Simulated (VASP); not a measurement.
Wanted: the native input for a VASP 6.6.1 run.

```yaml
Task: single point
Functional: PBE
Potentials_or_basis: VASP PAW PBE potentials, release 64 (Ca_sv, O)
Cutoff: 520 eV
k_mesh: 8 × 8 × 8
Occupations: fermi-dirac, width 0.02 eV
Spin: no spin polarisation
Dipole_correction: no
Further_INCAR_settings: ALGO = Normal; EDIFF = 1e-06; NBANDS = 15
```

The structure of CaO lies in POSCAR:

```
CaO
1.0
    0.0000000000      2.5024624694      2.5024624694
    2.5024624694      0.0000000000      2.5024624694
    2.5024624694      2.5024624694      0.0000000000
Ca O
1 1
Direct
    0.0000000000      0.0000000000      0.0000000000
    0.2500000000      0.2500000000      0.2500000000
```

This cell differs from its parent crystal: strain -4.0%.

These files were run (other wordings do the same):

INCAR

```
SYSTEM = CaO
PREC = Accurate ; ENCUT = 520
EDIFF = 1E-6 ; ISMEAR = -1
SIGMA = 0.02 ; LREAL = .FALSE.
LASPH = .TRUE. ; NELM = 80
ALGO = Normal ; ISIF = 2
LWAVE = .FALSE. ; LCHARG = .FALSE.
GGA = PE ; NBANDS = 15
```

KPOINTS

```
regular mesh
0
G
  8 8 8
  0 0 0
```

Potentials or basis: VASP PAW PBE potentials, release 64 (Ca_sv, O).

Run with:

```sh
$ cat potpaw_PBE.64/Ca_sv/POTCAR potpaw_PBE.64/O/POTCAR > POTCAR
$ mpirun -np 1 vasp_std > vasp.out
```

It gave:

```
Pressure               : 14.9 GPa
Band gap on the k mesh : 3.75 eV (least direct gap 4.64 eV)
```

Caveat: the cell differs from its parent crystal (strain -4.0%); the cell stands under pressure.

Wall time 19 s on 1 thread of AMD EPYC 7R43 64-Core Processor (Zen 3), on a shared host, peak memory 0.12 GiB.
